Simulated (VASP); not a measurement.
# TaC (Fm-3m) in VASP: single point with PBE

Aim: the single point of TaC with PBE.

Everything below comes from runs of VASP 6.6.1. Logs are shortened: lines on timing, memory, paths and dates and some standing lists are left out, and cuts for length are marked.

**1. The cell of the first run**

It takes space group Fm-3m (No. 225, cubic). The conventional cell has a = 4.468 Å, b = 4.468 Å, c = 4.468 Å, α = 90.00°, β = 90.00°, γ = 90.00°. Within 3.0 Å of Ta (site symmetry m-3m) lie 6 C at 2.23 Å. Within 3.0 Å of C (site symmetry m-3m) lie 6 Ta at 2.23 Å.

**2. Single point, PBE**

INCAR reads:

```
ALGO = Normal
EDIFF = 1E-6
ENCUT = 600
GGA = PE
GGA_COMPAT = False
ISIF = 2
ISMEAR = 0
LASPH = True
LCHARG = False
LREAL = False
LWAVE = False
NBANDS = 14
NELM = 120
PREC = Accurate
SIGMA = 0.1
```

KPOINTS reads:

```
k-points
0
Gamma
  6 6 6
```

POSCAR reads:

```
TaC
1.0
    0.0000000000      2.2338976900      2.2338976900
    2.2338976900      0.0000000000      2.2338976900
    2.2338976900      2.2338976900      0.0000000000
Ta C
1 1
Direct
    0.0000000000      0.0000000000      0.0000000000
    0.5000000000      0.5000000000      0.5000000000
```

Potentials or basis: VASP PAW PBE potentials, release 64 (Ta_pv, C).

Started as:

```sh
cat potpaw_PBE.64/Ta_pv/POTCAR potpaw_PBE.64/C/POTCAR > POTCAR
mpirun -np 1 vasp_std > vasp.out
```

OUTCAR:

```text
EDIFF = 1E-6
   ENCUT = 600
   GGA = PE
   ISIF = 2
   ISMEAR = 0
   LASPH = True
   LREAL = False
   NELM = 120
   PREC = Accurate

 ion  position               nearest neighbor table
   1  0.000  0.000  0.000-   2 2.23   2 2.23   2 2.23   2 2.23   2 2.23   2 2.23
   2  0.500  0.500  0.500-   1 2.23   1 2.23   1 2.23   1 2.23   1 2.23   1 2.23

  LATTYP: Found a face centered cubic cell.
 ALAT       =     4.4677953800

  Lattice vectors:

 A1 = (   0.0000000000,   2.2338976900,   2.2338976900)
 A2 = (   2.2338976900,   0.0000000000,   2.2338976900)
 A3 = (   2.2338976900,   2.2338976900,   0.0000000000)

Analysis of symmetry for initial positions (statically):
=====================================================================
 Subroutine PRICEL returns:
 Original cell was already a primitive cell.

 Routine SETGRP: Setting up the symmetry group for a
 face centered cubic supercell.

 Subroutine GETGRP returns: Found 48 space group operations
 (whereof 48 operations were pure point group operations)
 out of a pool of 48 trial point group operations.

The static configuration has the point symmetry O_h .

Analysis of symmetry for dynamics (positions and initial velocities):
=====================================================================
 Subroutine PRICEL returns:
 Original cell was already a primitive cell.

 Routine SETGRP: Setting up the symmetry group for a
 face centered cubic supercell.

 Subroutine GETGRP returns: Found 48 space group operations
 (whereof 48 operations were pure point group operations)
 out of a pool of 48 trial point group operations.

The dynamic configuration has the point symmetry O_h .

 Subroutine INISYM returns: Found 48 space group operations
 (whereof 48 operations are pure point group operations),
 and found     1 'primitive' translations

----------------------------------------------------------------------------------------

                                     Primitive cell

  volume of cell :      22.2956

  direct lattice vectors                    reciprocal lattice vectors
     0.000000000  2.233897690  2.233897690    -0.223824037  0.223824037  0.223824037
     2.233897690  0.000000000  2.233897690     0.223824037 -0.223824037  0.223824037
     2.233897690  2.233897690  0.000000000     0.223824037  0.223824037 -0.223824037

  length of vectors
     3.159208410  3.159208410  3.159208410     0.387674605  0.387674605  0.387674605

  position of ions in fractional coordinates (direct lattice)
     0.000000000  0.000000000  0.000000000
     0.500000000  0.500000000  0.500000000

[... 79 lines left out ...]
   NUPDOWN=      -1.0000    fix difference up-down
   EMIN   =  10.00;   EMAX   =-10.00  energy-range for DOS
   EFERMI =   0.00;   METHOD = LEGACY
   ISMEAR =     0;   SIGMA  =   0.10  broadening in eV -4-tet -1-fermi 0-gaus
   EFERMI_NEDOS =   21; number of points for ismear=-14 and -15
   IALGO  =     38    algorithm
   IMIX   =      4    mixing-type and parameters
     AMIX     =   0.40;   BMIX     =  1.00
     AMIX_MAG =   1.60;   BMIX_MAG =  1.00
  volume/ion in A,a.u.               =      11.15        75.23
  Fermi-wavevector in a.u.,A,eV,Ry     =   1.434494  2.710800 27.997689  2.057772
  Thomas-Fermi vector in A             =   2.553896
   LORBIT       =      0    0 simple, 1 ext, 2 COOP (PROOUT), +10 PAW based schemes
   GGA     = PE    functional components
   LHFCALC =     F    Hartree Fock is set to
   AEXX    =    0.0000 exact exchange contribution
   IVDW    =     0    specifies the selected vdW correction
   LEPSILON=     F    determine dielectric tensor
   LRPA    =     F    only Hartree local field effects (RPA)
 non-spin polarized calculation
 Gauss-broadening in eV      SIGMA  =   0.10
  energy-cutoff  :      600.00
  volume of cell :       22.30
 maximum number of plane-waves:       754
 NGX is ok and might be reduce to    28
   NGX = 13   NGY = 13   NGZ = 13

 number of electron      15.0000000 magnetization

 Free energy of the ion-electron system (eV)
  ---------------------------------------------------
  ext. energy  EPLUGINS =         0.00000000
  ---------------------------------------------------
  free energy    TOTEN  =       -22.19863917 eV

  energy without entropy =      -22.19037196  energy(sigma->0) =      -22.19450557

 E-fermi :   8.2499     XC(G=0): -13.1564

 val. band max:        8.2324283194   @ k =   0.5000   0.3333   0.1667
 cond. band min:       8.3601314520   @ k =  -0.3333   0.5000   0.1667
 fundamental gap:      0.1277031326
 Fermi energy:         8.2499141776

 k-point     1 :       0.0000    0.0000    0.0000
  band No.  band energies     occupation
      1     -26.7407      2.00000
      2     -26.7407      2.00000
      3     -26.7407      2.00000
      4      -6.4680      2.00000
      5       7.0097      2.00000
      6       7.0097      2.00000
      7       7.0097      2.00000
      8       7.8006      2.00000
      9       7.8006      2.00000
     10       7.8006      2.00000
     11       8.9754      0.00000
     12       8.9754      0.00000
     13      14.7662      0.00000
     14      18.3560      0.00000
[... 241 lines left out ...]
      1     -27.2646      2.00000
      2     -27.0780      2.00000
      3     -26.9904      2.00000
      4      -3.7515      2.00000
      5       3.3965      2.00000
      6       3.4396      2.00000
      7       3.7509      2.00000
      8       8.3601      0.11907
      9      11.3054      0.00000
     10      12.3930      0.00000
     11      12.8373      0.00000
     12      14.8394      0.00000
     13      18.9979      0.00000
     14      20.6406      0.00000

------------------------ aborting loop because EDIFF is reached ----------------------------------------

  FORCE on cell =-STRESS in cart. coord.  units (eV):
  Direction    XX          YY          ZZ          XY          YZ          ZX
  --------------------------------------------------------------------------------------
  -------------------------------------------------------------------------------------
  Total        0.2961782      0.2961782      0.2961782      0.0000000      0.0000000      0.0000000
  in kB       21.2835380     21.2835380     21.2835380      0.0000000      0.0000000      0.0000000
  external PRESSURE =      21.2835380 kB  Pullay stress =       0.0000000 kB

 VOLUME and BASIS-vectors are now :
 -----------------------------------------------------------------------------
  energy-cutoff  :      600.00
  volume of cell :       22.30
      direct lattice vectors                 reciprocal lattice vectors
     0.000000000  2.233897690  2.233897690    -0.223824037  0.223824037  0.223824037
     2.233897690  0.000000000  2.233897690     0.223824037 -0.223824037  0.223824037
     2.233897690  2.233897690  0.000000000     0.223824037  0.223824037 -0.223824037

 POSITION                                       TOTAL-FORCE (eV/Angst)
 -----------------------------------------------------------------------------------
      0.00000      0.00000      0.00000        -0.000000      0.000000      0.000000
      2.23390      2.23390      2.23390         0.000000     -0.000000     -0.000000
 -----------------------------------------------------------------------------------
    total drift:                                0.000000      0.000000      0.000000

  FREE ENERGIE OF THE ION-ELECTRON SYSTEM (eV)
  ---------------------------------------------------
  free  energy   TOTEN  =       -22.1986391732 eV

  energy  without entropy=      -22.1903719600  energy(sigma->0) =      -22.19450557
```

Run time: 15 s. Hardware: 1 thread of Intel Xeon 8259CL, shared host; peak memory 0.16 GiB.

What came out:

- Free energy: -22.1986 eV
- Pressure: 2.1 GPa

Levels at points of the mesh, in eV from the Fermi level:
| k point | band 5 | band 6 | band 7 | band 8 | band 9 | band 10 | band 11 | band 12 |
| --- | --- | --- | --- | --- | --- | --- | --- | --- |
| (0.00, 0.00, 0.00) | -1.24 | -1.24 | -1.24 | -0.45 | -0.45 | -0.45 | 0.73 | 0.73 |
| (0.50, 0.00, 0.00) | -8.63 | -5.39 | -5.39 | 2.77 | 2.77 | 3.73 | 5.43 | 9.91 |
| (0.50, 0.50, 0.00) | -4.57 | -4.43 | -1.73 | -1.73 | 2.66 | 4.13 | 4.13 | 6.86 |

Caveat: the k points lie up to 0.41 Å⁻¹ apart; spin-orbit coupling is left out, which moves the levels of the heavy elements.
